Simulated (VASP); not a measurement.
**BaS: single point with r2SCAN**

BaS:

```
CELL_PARAMETERS angstrom
4.36012 0.00000 0.00000
-2.18006 3.77598 0.00000
0.00000 0.00000 3.97485
ATOMIC_POSITIONS crystal
Ba 0.00000 0.00000 0.00000
S 0.66667 0.33333 0.50000
```

```json
{"Program": "VASP 6.6.1", "Task": "single point", "Functional": "r2SCAN", "Potentials or basis": "VASP PAW PBE potentials, release 64 (Ba_sv, S)", "Cutoff": "520 eV", "k mesh": "6 × 6 × 6", "Occupations": "gaussian, width 0.05 eV", "Spin": "no spin polarisation", "Dipole correction": "no", "Further INCAR settings": "ALGO = Normal; EDIFF = 1e-07; NBANDS = 15"}
```

```json
{
 "Pressure": "0.6 GPa",
 "Band gap on the k mesh": "2.33 eV, direct"
}
```

Stress tensor (GPa, compression positive):
```
0.55 0.00 0.00
0.00 0.55 0.00
0.00 0.00 0.82
```

Levels at points of the mesh, in eV from the valence-band top:
| k point | band 5 | band 6 | band 7 | band 8 | band 9 | band 10 | band 11 | band 12 |
| --- | --- | --- | --- | --- | --- | --- | --- | --- |
| (0.00, 0.00, 0.00) | -11.17 | -0.81 | -0.81 | 0.00 | 2.33 | 3.59 | 6.04 | 6.04 |
| (0.50, 0.00, 0.00) | -10.18 | -1.99 | -0.66 | -0.45 | 2.52 | 5.83 | 6.27 | 6.93 |
| (0.00, 0.00, 0.50) | -9.84 | -2.40 | -0.67 | -0.67 | 4.30 | 4.30 | 5.25 | 5.25 |
| (0.50, 0.00, 0.50) | -10.76 | -1.65 | -1.28 | -1.26 | 3.92 | 5.43 | 7.36 | 7.80 |

Wall time 39 s on 1 thread of Intel(R) Xeon(R) 6975P-C (Granite Rapids), on a shared host, peak memory 0.19 GiB.

Caveat: the PAW data sets were made with another functional, which shifts forces and pressure a little; spin-orbit coupling is left out, which moves the levels of the heavy elements. A k mesh can miss the band edges.
